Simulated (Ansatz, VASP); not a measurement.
**TlAgTe2: VASP beside Ansatz**

```
Tl Ag Te
1.0
    -1.94685    1.94685    7.55892
     1.94685   -1.94685    7.55892
     1.94685    1.94685   -7.55892
Tl Ag Te
1 1 2
Cartesian
  0.0000 0.0000 0.0000
  0.0000 1.9468 3.7795
  0.0000 0.0000 5.5785
  0.0000 0.0000 9.5394
```

Change from the starting cell: volume scaled by 0.98, crystal datasets.

Alike in both runs: task electric field gradients; functional LDA; k mesh 13 × 13 × 13; occupations fermi-dirac, width 0.05 eV; no spin polarisation.

|  | VASP | Ansatz |
| --- | --- | --- |
| version | VASP 6.6.1 | Ansatz 0.2.0 |
| potentials or method | VASP PAW LDA potentials, release 64 (Tl_d, Ag, Te), cutoff 520 eV | all-electron PAW with datasets made for the crystal, scalar-relativistic |

Ansatz gave:

| Item | Value |
| --- | --- |
| pressure (GPa) | -0.4 |
| traceless stress, the component that is largest in VASP (GPa) | 2.01 |
| rms of the force components (eV/Å) | 0.098 |
| size of Vzz on the site where it differs most (V/Å²) | 22.4 |

Problem. Estimate VASP's values.

Solution. Pressure (GPa): -0.4; traceless stress, the component that is largest in VASP (GPa): 2.03; rms of the force components (eV/Å): 0.102; size of Vzz on the site where it differs most (V/Å²): 45.3.

LDA's correlation is that of Perdew and Zunger in VASP and of Perdew and Wang (1992) in Ansatz. Atom by atom the forces differ by 0.005 eV/Å (rms over components). Ansatz ran all-electron here, and VASP with PAW potentials.

Spin-orbit coupling is off throughout.
